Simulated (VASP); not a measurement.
# Al in VASP: notebook

Runs on Al. Level: PBE+D3(BJ). Tasks: single point.

All numbers are computed with VASP 6.6.1; they aren't measurements. Logs are shortened: lines on timing, memory, paths and dates and some standing lists are left out, and cuts for length are marked.

### Step 1. The cell of the first run

The cell holds a slab with vacuum, 19 atoms: a = 5.728 Å, b = 8.591 Å, c = 16.677 Å, α = 90.00°, β = 90.00°, γ = 60.00°.

### Step 2. Single point, PBE+D3(BJ)

INCAR reads:

```
PREC     = Accurate       # precision mode
ENCUT    = 520            # plane-wave cutoff, eV
EDIFF    = 1E-6           # SCF threshold, eV
ISMEAR   = -1             # smearing method
SIGMA    = 0.1            # smearing width, eV
LREAL    = Auto         
LASPH    = T              # aspherical terms in the spheres
NELM     = 100            # most SCF steps
ALGO     = Normal         # electronic algorithm
ISIF     = 2              # what is computed and relaxed
LWAVE    = F              # write WAVECAR
LCHARG   = F              # write CHGCAR
GGA      = PE             # functional
IVDW     = 12             # dispersion correction
NBANDS   = 44             # bands
```

KPOINTS reads:

```
Automatic mesh
0
Gamma
  3 2 1
```

POSCAR reads:

```
Al
1.0
    5.7275650000      0.0000000000      0.0000000000
    4.2956740000      7.4403250000      0.0000000000
    0.0000000000      0.0000000000     16.6765370000
Al
19
Direct
    0.1666684695      0.1111107378      0.0599644878
    0.6666715249      0.1111107378      0.0599644878
    0.1666708227      0.4444429511      0.0599644878
    0.6666738781      0.4444429511      0.0599644878
    0.1666731759      0.7777751644      0.0599644878
    0.6666762313      0.7777751644      0.0599644878
   -0.1978970474      0.2126251205      0.2237454934
    0.3064331737      0.2369788954      0.2227260972
   -0.1632062430      0.5146280572      0.1919883007
    0.2654709016      0.5826089586      0.1909868937
   -0.2311941419      0.9022052128      0.2148407670
    0.3269063120      0.8529331716      0.2051684951
   -0.0740953936      0.0162224096      0.3637146009
    0.3880792054      0.0342323756      0.3504324669
   -0.0814383315      0.3608847732      0.3519375755
    0.4591661780      0.3471622543      0.3672585022
   -0.1998320533      0.7238796692      0.3643022529
    0.3825011197      0.6581970546      0.3359570395
    0.2624956542      0.8652982229      0.4766816996
```

Potentials or basis: VASP PAW PBE potentials, release 64 (Al).

The run is started by

```sh
$ cat potpaw_PBE.64/Al/POTCAR > POTCAR
$ mpirun -np 1 vasp_std > vasp.out
```

OUTCAR:

```text
PREC = Accurate
   ENCUT = 520
   EDIFF = 1E-6
   ISMEAR = -1
   LREAL = Auto
   LASPH = T
   NELM = 100
   ISIF = 2
   GGA = PE
   IVDW = 12
 IVDW          = 12

 ion  position               nearest neighbor table
   1  0.167  0.111  0.060-   4 2.86   2 2.86   3 2.86   5 2.86   2 2.86   6 2.86  12 3.10   8 3.17
                             7 3.28
   2  0.667  0.111  0.060-   1 2.86   3 2.86   4 2.86   6 2.86   5 2.86   1 2.86  11 3.03   7 3.08
                             8 3.25
   3  0.167  0.444  0.060-  10 2.68   9 2.76   6 2.86   4 2.86   2 2.86   5 2.86   1 2.86   4 2.86
                             8 3.12
   4  0.667  0.444  0.060-   9 2.60   1 2.86   3 2.86   5 2.86   6 2.86   2 2.86   3 2.86  10 2.96
                             7 3.24
   5  0.167  0.778  0.060-  10 2.64  12 2.78   6 2.86   4 2.86   3 2.86   1 2.86   2 2.86   6 2.86
                            11 3.25
   6  0.667  0.778  0.060-   3 2.86   5 2.86   4 2.86   2 2.86   5 2.86   1 2.86   9 2.95  11 2.96
                            12 2.97
   7  0.802  0.213  0.224-  15 2.74   8 2.74   9 2.75  13 2.76  11 2.77  16 2.94   8 3.00  12 3.06
                             2 3.08  10 3.17   4 3.24   1 3.28
   8  0.306  0.237  0.223-   9 2.60  14 2.64   7 2.74  11 2.77  16 2.88  15 2.89  10 2.91   7 3.00
                             3 3.12   1 3.17   2 3.25  12 3.26
   9  0.837  0.515  0.192-   4 2.60   8 2.60   7 2.75   3 2.76  10 2.79  15 2.91  12 2.92   6 2.95
                            10 3.02  11 3.18  18 3.29  17 3.34
  10  0.265  0.583  0.191-  12 2.53   5 2.64  18 2.67   3 2.68   9 2.79  11 2.82   8 2.91   4 2.96
                             9 3.02   7 3.17
  11  0.769  0.902  0.215-   7 2.77  12 2.77   8 2.77  10 2.82  17 2.88  14 2.95   6 2.96  13 2.97
                            12 3.01   2 3.03   9 3.18   5 3.25
  12  0.327  0.853  0.205-  10 2.53  18 2.67  11 2.77   5 2.78   9 2.92   6 2.97  14 2.99  11 3.01
                             7 3.06   1 3.10   8 3.26  13 3.32
  13  0.926  0.016  0.364-  19 2.54  14 2.74   7 2.76  16 2.76  18 2.91  17 2.94  15 2.95  11 2.97
                            14 3.01  12 3.32
  14  0.388  0.034  0.350-  17 2.54   8 2.64  13 2.74  15 2.75  19 2.85  16 2.93  11 2.95  12 2.99
                            13 3.01  18 3.26
  15  0.919  0.361  0.352-  16 2.70   7 2.74  14 2.75  17 2.85  18 2.86   8 2.89   9 2.91  13 2.95
                            16 3.05
  16  0.459  0.347  0.367-  18 2.54  15 2.70  13 2.76   8 2.88  14 2.93   7 2.94  15 3.05
  17  0.800  0.724  0.364-  14 2.54  18 2.76  15 2.85  11 2.88  13 2.94  18 3.13  19 3.28   9 3.34

  18  0.383  0.658  0.336-  16 2.54  12 2.67  10 2.67  17 2.76  19 2.81  15 2.86  13 2.91  17 3.13
                            14 3.26   9 3.29
  19  0.262  0.865  0.477-  13 2.54  18 2.81  14 2.85  17 3.28

  LATTYP: Found a simple monoclinic cell.
 ALAT       =     5.7275650000
 B/A-ratio  =     2.9116277161
 C/A-ratio  =     1.3228756151
 COS(beta)  =    -0.1889822093

  Lattice vectors:

 A1 = (   5.7275650000,   0.0000000000,   0.0000000000)
 A2 = (   0.0000000000,   0.0000000000, -16.6765370000)
 A3 = (  -1.4318910000,   7.4403250000,   0.0000000000)

Analysis of symmetry for initial positions (statically):
=====================================================================
 Subroutine PRICEL returns:
 Original cell was already a primitive cell.

 Routine SETGRP: Setting up the symmetry group for a
 simple monoclinic supercell.

 Subroutine GETGRP returns: Found  1 space group operations
 (whereof  1 operations were pure point group operations)
 out of a pool of  4 trial point group operations.

The static configuration has the point symmetry C_1 .

Analysis of symmetry for dynamics (positions and initial velocities):
=====================================================================
 Subroutine PRICEL returns:
 Original cell was already a primitive cell.

 Routine SETGRP: Setting up the symmetry group for a
 simple monoclinic supercell.

 Subroutine GETGRP returns: Found  1 space group operations
 (whereof  1 operations were pure point group operations)
 out of a pool of  4 trial point group operations.

The dynamic configuration has the point symmetry C_1 .

 Subroutine INISYM returns: Found  1 space group operations
 (whereof  1 operations are pure point group operations),
 and found     1 'primitive' translations

----------------------------------------------------------------------------------------

                                     Primitive cell
[... 84 lines left out ...]
|     Your reciprocal lattice and k-lattice belong to different lattice       |
|     classes:                                                                |
|                                                                             |
|        The reciprocal lattice is simple monoclinic,                         |
|        whereas your k-lattice is hexagonal.                                 |
|                                                                             |
|     Results are often still useful ...                                      |
|                                                                             |
 -----------------------------------------------------------------------------

 Subroutine IBZKPT returns following result:
 ===========================================

 Found      4 irreducible k-points:

 Following reciprocal coordinates:
            Coordinates               Weight
  0.000000  0.000000  0.000000      1.000000
  0.333333  0.000000  0.000000      2.000000
  0.000000  0.500000  0.000000      1.000000
  0.333333  0.500000  0.000000      2.000000
   k-points           NKPTS =      4   k-points in BZ     NKDIM =      4   number of bands    NBANDS=     44
   number of dos      NEDOS =    301   number of ions     NIONS =     19
   total plane-waves  NPLWV = 387072
   dimension x,y,z NGX =    48 NGY =   64 NGZ =  126
   dimension x,y,z NGXF=    96 NGYF=  128 NGZF=  252
   ions per type =              19
   NGX,Y,Z   is equivalent  to a cutoff of  13.93, 12.38, 12.56 a.u.
   NGXF,Y,Z  is equivalent  to a cutoff of  27.86, 24.77, 25.12 a.u.
 SYSTEM =  unknown system
   PREC   = accura    normal or accurate (medium, high low for compatibility)
   ISTART =      0    job   : 0-new  1-cont  2-samecut
   ICHARG =      2    charge: 1-file 2-atom 10-const
   ISPIN  =      1    spin polarized calculation?
   LNONCOLLINEAR =      F non collinear calculations
   LSORBIT =      F    spin-orbit coupling
   LASPH  =      T    aspherical Exc in radial PAW
   ENCUT  =  520.0 eV  38.22 Ry    6.18 a.u.  10.65 15.97 31.01*2*pi/ulx,y,z
   NELM   =    100;   NELMIN=  2; NELMDL= -5     # of ELM steps
   EDIFF  = 0.1E-05   stopping-criterion for ELM
   LREAL  =      T    real-space projection
   EDIFFG = 0.1E-04   stopping-criterion for IOM
   NSW    =      0    number of steps for IOM
   IBRION =     -1    ionic relax: 0-MD 1-quasi-New 2-CG
   NFREE  =      0    steps in history (QN), initial steepest desc. (CG)
   ISIF   =      2    stress and relaxation
   ISYM   =      2    0-nonsym 1-usesym 2-fastsym
   POTIM  = 0.5000    time-step for ionic-motion
   TEBEG  =    0.0;   TEEND  =   0.0 temperature during run
   PSTRESS=    0.0 pullay stress
   NELECT =      57.0000    total number of electrons
   NUPDOWN=      -1.0000    fix difference up-down
   EMIN   =  10.00;   EMAX   =-10.00  energy-range for DOS
   EFERMI =   0.00;   METHOD = LEGACY
   ISMEAR =    -1;   SIGMA  =   0.10  broadening in eV -4-tet -1-fermi 0-gaus
   EFERMI_NEDOS =   21; number of points for ismear=-14 and -15
   IALGO  =     38    algorithm
   IMIX   =      4    mixing-type and parameters
     AMIX     =   0.40;   BMIX     =  1.00
     AMIX_MAG =   1.60;   BMIX_MAG =  1.00
  volume/ion in A,a.u.               =      37.40       252.41
  Fermi-wavevector in a.u.,A,eV,Ry     =   0.706009  1.334164  6.781815  0.498449
  Thomas-Fermi vector in A             =   1.791675
   LORBIT       =      0    0 simple, 1 ext, 2 COOP (PROOUT), +10 PAW based schemes
   GGA     = PE    functional components
   LHFCALC =     F    Hartree Fock is set to
   AEXX    =    0.0000 exact exchange contribution
   IVDW    =    12    specifies the selected vdW correction
   LEPSILON=     F    determine dielectric tensor
   LRPA    =     F    only Hartree local field effects (RPA)
 non-spin polarized calculation
  energy-cutoff  :      520.00
  volume of cell :      710.67
 maximum number of plane-waves:     19144
 NGX is ok and might be reduce to    42
   NGX = 21   NGY = 31   NGZ = 63

 number of electron      57.0000000 magnetization

 Free energy of the ion-electron system (eV)
  ---------------------------------------------------
  ext. energy  EPLUGINS =         0.00000000
  ---------------------------------------------------
  free energy    TOTEN  =       -65.17486530 eV

  energy without entropy =      -64.97308279  energy(sigma->0) =      -65.07397404

 E-fermi :   1.2643     XC(G=0):  -5.7868

 val. band max:        1.2038856708   @ k =   0.0000   0.5000   0.0000
 cond. band min:       1.4116059781   @ k =   0.3333   0.0000   0.0000
 fundamental gap:      0.2077203073
 Fermi energy:         1.2643040349

 k-point     1 :       0.0000    0.0000    0.0000
  band No.  band energies     occupation
      1      -8.8786      2.00000
      2      -7.5175      2.00000
      3      -6.3520      2.00000
      4      -6.0950      2.00000
      5      -5.4143      2.00000
      6      -4.8749      2.00000
[... 161 lines left out ...]
     39       3.5028      0.00000
     40       3.6967      0.00000
 [bands above 40 left out]

------------------------ aborting loop because EDIFF is reached ----------------------------------------

 Edisp (eV)   -4.24432

 E8    (eV) :    -1.9678

  FORCE on cell =-STRESS in cart. coord.  units (eV):
  Direction    XX          YY          ZZ          XY          YZ          ZX
  --------------------------------------------------------------------------------------
  -------------------------------------------------------------------------------------
  Total      -8.47065    -5.45997    -5.93525     0.93465    -2.68967     2.83286
  in kB     -19.09676   -12.30930   -13.38079     2.10712    -6.06376     6.38658
  external pressure =      -14.93 kB  Pullay stress =        0.00 kB

 VOLUME and BASIS-vectors are now :
 -----------------------------------------------------------------------------
  energy-cutoff  :      520.00
  volume of cell :      710.67
      direct lattice vectors                 reciprocal lattice vectors
     5.727565000  0.000000000  0.000000000     0.174594265 -0.100802054  0.000000000
     4.295674000  7.440325000  0.000000000     0.000000000  0.134402731  0.000000000
     0.000000000  0.000000000 16.676537000     0.000000000  0.000000000  0.059964488

 POSITION                                       TOTAL-FORCE (eV/Angst)
 -----------------------------------------------------------------------------------
      1.43190      0.82670      1.00000        -0.047757      0.050510      0.715213
      4.29570      0.82670      1.00000        -0.015483      0.041525      0.576939
      2.86380      3.30680      1.00000         0.028987     -0.189511     -0.083051
      5.72760      3.30680      1.00000        -0.411280     -0.170147     -0.166469
      4.29570      5.78690      1.00000        -0.038004      0.227168     -0.187009
      7.15950      5.78690      1.00000        -0.002478      0.033685      0.362860
[... 11 lines left out ...]
      5.01820      4.89720      5.60260         0.001849      0.465567      0.368042
      5.22050      6.43810      7.94940         0.538951     -0.446052     -0.076844
 -----------------------------------------------------------------------------------
    total drift:                               -0.003168      0.001614     -0.019268

  FREE ENERGIE OF THE ION-ELECTRON SYSTEM (eV)
  ---------------------------------------------------
  free  energy   TOTEN  =       -69.4191807495 eV

  energy  without entropy=      -69.2173982378  energy(sigma->0) =      -69.31828949
```

It took 4.4 min on 1 thread of Intel Xeon Platinum 8488C (Sapphire Rapids), shared host; peak memory 0.69 GiB.

Results:

```yaml
Free_energy: -69.4192 eV
Largest_force: 1.362 eV/Å
Dispersion_energy_per_atom: -0.223 eV
```

Forces on the atoms (eV/Å):
```
Al  -0.048  0.051  0.715
Al  -0.015  0.042  0.577
Al   0.029 -0.190 -0.083
Al  -0.411 -0.170 -0.166
Al  -0.038  0.227 -0.187
Al  -0.002  0.034  0.363
Al   0.182 -0.124 -0.720
Al  -0.032 -0.186 -0.644
Al  -0.191  0.911  0.685
Al  -0.270 -1.105  0.387
Al   0.126 -0.252 -0.046
Al   0.422  1.278 -0.208
Al  -0.790  0.285 -0.703
Al   0.145  0.399  0.134
Al   0.566  0.297  0.087
Al  -0.831 -0.616 -0.321
Al   0.618 -0.900 -0.162
Al   0.002  0.466  0.368
Al   0.539 -0.446 -0.077
```

Caveat: the k points lie up to 0.42 Å⁻¹ apart.

### Step 3. Single point, PBE+D3(BJ)

INCAR reads:

```
SYSTEM = Al
PREC = Accurate
ENCUT = 520
EDIFF = 1E-6
ISMEAR = -1
SIGMA = 0.1
LREAL = Auto
LASPH = .TRUE.
NELM = 100
ALGO = Normal
ISIF = 2
LWAVE = .FALSE.
LCHARG = .FALSE.
GGA = PE
IVDW = 12
NBANDS = 44
```

KPOINTS reads:

```
regular mesh
0
G
  3 2 1
  0 0 0
```

POSCAR reads:

```
Al
1.0
    5.7275650000      0.0000000000      0.0000000000
    4.2956740000      7.4403250000      0.0000000000
    0.0000000000      0.0000000000     16.6765370000
Al
19
Direct
    0.1666684695      0.1111107378      0.0599644878
    0.6666715249      0.1111107378      0.0599644878
    0.1666708227      0.4444429511      0.0599644878
    0.6666738781      0.4444429511      0.0599644878
    0.1666731759      0.7777751644      0.0599644878
    0.6666762313      0.7777751644      0.0599644878
   -0.1894635959      0.2394653459      0.1936253312
    0.3403420622      0.2103671547      0.1920902403
   -0.2680733348      0.6097314297      0.2186665013
    0.3230153362      0.5338879686      0.2116266705
   -0.1466704281      0.8768971786      0.2044429248
    0.2869937883      0.9139251310      0.1955022197
   -0.1475078737      0.0590968808      0.3509361686
    0.4227765874      0.0001209625      0.3471524094
   -0.1626818630      0.3598901930      0.3373781979
    0.3401983035      0.3532372578      0.3355792632
   -0.0647561097      0.6807767134      0.3600447743
    0.3927582179      0.6999022220      0.3350815580
    0.2738238844      0.8802706871      0.4715547359
```

Potentials or basis: VASP PAW PBE potentials, release 64 (Al).

The run is started by

```sh
$ cat potpaw_PBE.64/Al/POTCAR > POTCAR
$ mpirun -np 1 vasp_std > vasp.out
```

Wall time 4 min (1 thread of Intel Xeon Platinum 8488C (Sapphire Rapids), shared host); peak memory 0.69 GiB.

Results (log left out):

| Item | Value |
| --- | --- |
| Free energy | -69.7419 eV |
| Largest force | 1.551 eV/Å |
| Dispersion energy per atom | -0.228 eV |

Forces on the atoms (eV/Å):
```
Al  -0.052  0.112 -0.410
Al   0.015 -0.149 -0.165
Al  -0.042  0.020  0.273
Al  -0.019  0.297  0.064
Al  -0.008 -0.067  0.171
Al  -0.127  0.040  0.315
Al   0.195 -0.445  0.042
Al  -0.249  0.153  0.363
Al   0.923 -0.926 -0.835
Al  -0.512  0.633 -1.135
Al  -0.398  0.274  0.127
Al   0.163 -0.064  0.144
Al  -0.098 -0.736 -0.213
Al   0.373  0.679 -0.645
Al   0.641  0.586  0.469
Al   0.003 -0.559  0.925
Al  -0.357  0.397 -0.149
Al  -0.177 -0.232  0.510
Al  -0.272 -0.013  0.149
```

Levels at points of the mesh, in eV from the Fermi level:
| k point | band 24 | band 25 | band 26 | band 27 | band 28 | band 29 | band 30 | band 31 | band 32 | band 33 |
| --- | --- | --- | --- | --- | --- | --- | --- | --- | --- | --- |
| (0.00, 0.00, 0.00) | -0.96 | -0.55 | -0.40 | -0.33 | -0.18 | -0.12 | 0.12 | 0.35 | 0.85 | 0.91 |
| (0.00, 0.50, 0.00) | -1.65 | -1.14 | -0.68 | -0.45 | -0.31 | -0.21 | -0.12 | -0.10 | 0.81 | 0.89 |

Caveat: the k points lie up to 0.42 Å⁻¹ apart.
